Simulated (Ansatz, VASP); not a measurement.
## Os3Au: VASP beside Ansatz

The input INCAR:

```
PREC     = Accurate       # precision mode
ENCUT    = 600            # plane-wave cutoff, eV
EDIFF    = 1E-6           # SCF threshold, eV
ISMEAR   = 0              # smearing method
SIGMA    = 0.1            # smearing width, eV
LREAL    = False          # projectors in reciprocal space
LASPH    = True           # aspherical terms in the spheres
NELM     = 100            # most SCF steps
ALGO     = Normal         # electronic algorithm
ISIF     = 3              # what is computed and relaxed
LWAVE    = False          # write WAVECAR
LCHARG   = False          # write CHGCAR
GGA      = PE             # functional
IBRION   = 2              # ionic algorithm
NSW      = 90             # ionic steps
EDIFFG   = -0.04          # ionic threshold
```

File KPOINTS:

```
regular mesh
0
Gamma
  4 4 4
```

The input POSCAR:

```
Os3Au
1.0
    3.8492129395      0.0000000000      0.0000000000
    0.0000000000      3.8492129395      0.0000000000
    0.0000000000      0.0000000000      3.8492129395
Os Au
3 1
Direct
    0.0000000000      0.5000000000      0.5000000000
    0.5000000000      0.0000000000      0.5000000000
    0.5000000000      0.5000000000      0.0000000000
    0.0000000000      0.0000000000      0.0000000000
```

Input for Ansatz:

```yaml
crystal:
  lattice:
    - [3.8492129395, 0.0, 0.0]
    - [0.0, 3.8492129395, 0.0]
    - [0.0, 0.0, 3.8492129395]
  atoms:
    - { symbol: Os, position: [0.0, 0.5, 0.5] }
    - { symbol: Os, position: [0.5, 0.0, 0.5] }
    - { symbol: Os, position: [0.5, 0.5, 0.0] }
    - { symbol: Au, position: [0.0, 0.0, 0.0] }
basis:
  ecutwfc: 420
kpoints:
  mp_grid: { grid: [4, 4, 4] }
hamiltonian:
  xc: pbe
scf:
  occupations: { method: gaussian, width: 0.1 }
  lower_state_search: "off"
output:
  forces: true
  stress: true
  eigenvalues: true
relax:
  adjacent_minimum: "off"
  f_tol: 0.04
  max_steps: 70
  cell: { stress_tol: 0.4 }
```

Alike in both runs: task relaxation of cell and atoms; functional PBE; k mesh 4 × 4 × 4; occupations gaussian, width 0.1 eV; no spin polarisation.

|  | VASP | Ansatz |
| --- | --- | --- |
| version | VASP 6.6.1 | Ansatz 0.2.0 |
| potentials or method | VASP PAW PBE potentials, release 64 (Os, Au), cutoff 600 eV | scalar-relativistic, plane waves, PAW |
| valence electrons in the cell | 35 | 67 |

|  | VASP | Ansatz | Ansatz less VASP |
| --- | --- | --- | --- |
| gap on the k mesh at the Fermi level, each at its own relaxed structure (eV) | none | none | - |
| relaxed volume (Å³/atom) | 15.03 | 15.03 | +0.005 |
| relaxed cell length with the largest relative difference (Å) | 3.917 | 3.918 | +0.0005 |

A gap of «none» marks a metal or a gap that the smearing closes. VASP's potentials hold 35 valence electrons a cell and Ansatz's 67, so a difference there can come from the potentials and not from the codes.

The k mesh is coarse, so the values compare programs but aren't converged. Spin-orbit coupling is off throughout.
